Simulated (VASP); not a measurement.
Input of a VASP 6.6.1 run:

Contents of POSCAR:

```
Au
1.0
    0.0000000000      2.0645742696      2.0645742696
    2.0645742696      0.0000000000      2.0645742696
    2.0645742696      2.0645742696      0.0000000000
Au
1
Direct
    0.0000000000      0.0000000000      0.0000000000
```

File INCAR.step1:

```
PREC = Accurate
ENCUT = 550
ISMEAR = -1
SIGMA = 0.02
LREAL = False
LASPH = True
NELM = 120
NBANDS = 12
GGA = PE
ALGO = Normal
EDIFF = 1E-5
LWAVE = True
LCHARG = False
GGA_COMPAT = False
```

Contents of INCAR.step2:

```
PREC = Accurate
ENCUT = 550
EDIFF = 1E-6
ISMEAR = -1
SIGMA = 0.02
LREAL = False
LASPH = True
NELM = 120
ALGO = Normal
ISIF = 2
LWAVE = False
LCHARG = False
METAGGA = R2SCAN
LMIXTAU = True
NBANDS = 12
ISTART = 1
GGA_COMPAT = False
```

Contents of KPOINTS:

```
Automatic mesh
0
Gamma
  10 10 10
```

Potentials or basis: VASP PAW PBE potentials, release 64 (Au).

The run is started by

```sh
$ cat potpaw_PBE.64/Au/POTCAR > POTCAR
$ cp INCAR.step1 INCAR
$ mpirun -np 1 vasp_std > vasp.out
$ cp INCAR.step2 INCAR
$ mpirun -np 1 vasp_std > vasp.out
```

Problem. Predict the pressure.

Solution. 0.3 GPa.

Caveat: the PAW data sets were made with another functional, which shifts forces and pressure a little.
